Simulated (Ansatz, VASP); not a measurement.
## Two plane-wave programs on ZnS

```xyz
4
Lattice="3.4368 0.0000 0.0000 -1.7184 2.9763 0.0000 0.0000 0.0000 5.7894" Properties=species:S:1:pos:R:3 pbc="T T T"
Zn    0.0000    1.9842    0.0262
Zn    1.7184    0.9921    2.9209
S     0.0000    1.9842    2.1449
S     1.7184    0.9921    5.0396
```

Alike in both runs: task single point; functional r2SCAN; k mesh 6 × 6 × 4; occupations gaussian, width 0.02 eV; no spin polarisation.

|  | VASP | Ansatz |
| --- | --- | --- |
| version | VASP 6.6.1 | Ansatz 0.2.0 |
| potentials or method | VASP PAW PBE potentials, release 64 (Zn, S), cutoff 520 eV | scalar-relativistic, plane waves, PAW |
| valence electrons in the cell | 36 | 36 |

|  | VASP | Ansatz | Ansatz less VASP |
| --- | --- | --- | --- |
| gap on the k mesh at the Fermi level (eV) | 3.17 | 3.16 | -0.012 |
| least direct gap on the mesh (eV) | 4.03 | 3.99 | -0.040 |

VASP's potentials were made for PBE, not for r2SCAN.
